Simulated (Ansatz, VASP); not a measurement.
## C in VASP and in Ansatz

File INCAR:

```
PREC     = Accurate       # precision mode
ENCUT    = 520            # plane-wave cutoff, eV
EDIFF    = 1E-7           # SCF threshold, eV
ISMEAR   = 0              # smearing method
SIGMA    = 0.1            # smearing width, eV
LREAL    = False          # projectors in reciprocal space
LASPH    = True           # aspherical terms in the spheres
NELM     = 100            # most SCF steps
ALGO     = Normal         # electronic algorithm
ISIF     = 2              # what is computed and relaxed
LWAVE    = False          # write WAVECAR
LCHARG   = True           # write CHGCAR
LDIPOL   = True         
IDIPOL   = 3            
DIPOL    = 0.5 0.5 0.349
GGA      = PE             # functional
IVDW     = 12             # dispersion correction
LELF     = True           # ELF
LVHAR    = True         
LVACPOTAV= True         
NBANDS   = 16             # bands
```

Contents of KPOINTS:

```
Automatic mesh
0
Gamma
  15 15 1
```

File POSCAR:

```
C
1.0
    2.4656524409      0.0000000000      0.0000000000
   -1.2328262205      2.1353176507      0.0000000000
    0.0000000000      0.0000000000     17.5000663885
C
4
Direct
    0.6666666667      0.3333333333      0.2571437784
    0.3333333333      0.6666666667      0.2571418816
    0.6666666667      0.6666666667      0.4405735508
    1.0000000000      0.3333333333      0.4405716540
```

Input for Ansatz:

```yaml
crystal:
  lattice:
    - [2.4656524409, 0.0, 0.0]
    - [-1.2328262205, 2.1353176507, 0.0]
    - [0.0, 0.0, 17.5000663885]
  atoms:
    - { symbol: C, position: [0.6666666667, 0.3333333333, 0.2571437784] }
    - { symbol: C, position: [0.3333333333, 0.6666666667, 0.2571418816] }
    - { symbol: C, position: [0.6666666667, 0.6666666667, 0.4405735508] }
    - { symbol: C, position: [1.0, 0.3333333333, 0.440571654] }
basis:
  ecutwfc: 420
kpoints:
  mp_grid: { grid: [15, 15, 1] }
hamiltonian:
  xc: pbe
  pseudopotentials: { kind: paw, azcp: { folder: soft_1 } }
  dispersion: d3bj
scf:
  occupations: { method: gaussian, width: 0.1 }
output:
  forces: true
  eigenvalues: true
efield:
  axis: 3
  dipole_correction: true
  ramp_width: 0.04
```

Alike in both runs: task single point; functional PBE; dispersion D3(BJ); k mesh 15 × 15 × 1; occupations gaussian, width 0.1 eV; no spin polarisation.

|  | VASP | Ansatz |
| --- | --- | --- |
| version | VASP 6.6.1 | Ansatz 0.2.0 |
| potentials or method | VASP PAW PBE potentials, release 64 (C), cutoff 520 eV | scalar-relativistic, plane waves, PAW |
| valence electrons in the cell | 16 | 16 |

|  | VASP | Ansatz | Ansatz less VASP |
| --- | --- | --- | --- |
| gap on the k mesh at the Fermi level (eV) | 0.50 | 0.50 | 0.000 |
| least direct gap on the mesh (eV) | 0.50 | 0.50 | 0.000 |
| rms of the force components (eV/Å) | 0.037 | 0.037 | 0.0000 |

Atom by atom the forces differ by 0.000 eV/Å (rms over components). Ansatz's warnings: structure snapped to symmetry.
